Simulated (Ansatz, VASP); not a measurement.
## Two plane-wave programs on CO

File INCAR:

```
PREC = Accurate
ENCUT = 520
EDIFF = 1E-6
ISMEAR = 0
SIGMA = 0.01
LREAL = False
LASPH = True
NELM = 120
ALGO = Normal
ISIF = 2
LWAVE = False
LCHARG = False
GGA = PE
IVDW = 12
NBANDS = 12
GGA_COMPAT = False
NELMDL = -8
```

The input KPOINTS:

```
regular mesh
0
Gamma
  1 1 1
```

File POSCAR:

```
CO
1.0
   12.0000000000      0.0000000000      0.0000000000
    0.0000000000     12.5000000000      0.0000000000
    0.0000000000      0.0000000000     13.0000000000
O C
1 1
Direct
    0.5000000000      0.5000000000      0.5436613300
    0.5000000000      0.5000000000      0.4563386700
```

Input for Ansatz:

```yaml
crystal:
  lattice:
    - [12.0, 0.0, 0.0]
    - [0.0, 12.5, 0.0]
    - [0.0, 0.0, 13.0]
  atoms:
    - { symbol: O, position: [0.5, 0.5, 0.54366133] }
    - { symbol: C, position: [0.5, 0.5, 0.45633867] }
scf:
  occupations: { method: gaussian, width: 0.01 }
output:
  forces: true
hamiltonian:
  xc: pbe
  dispersion: d3bj
kpoints:
  mp_grid: { grid: [1, 1, 1] }
```

Alike in both runs: task single point; functional PBE; dispersion D3(BJ); k mesh 1 × 1 × 1; occupations gaussian, width 0.01 eV; no spin polarisation.

|  | VASP | Ansatz |
| --- | --- | --- |
| version | VASP 6.6.1 | Ansatz 0.2.0 |
| potentials or method | VASP PAW PBE potentials, release 64 (O, C) | scalar-relativistic, plane waves, PAW |
| plane-wave cutoff (eV) | 520 | 420 |
| valence electrons in the cell | 10 | 10 |

VASP gave:

```
rms of the force components (eV/Å) : 0.544
```

Task: Which values does Ansatz return?

Result: rms of the force components (eV/Å): 0.000.

Atom by atom the forces differ by 0.544 eV/Å (rms over components). One of these differences is far larger than is usual between the two programs; its cause wasn't traced.

Noted on VASP's run: the standard files for N, O and F lose accuracy on very short bonds.
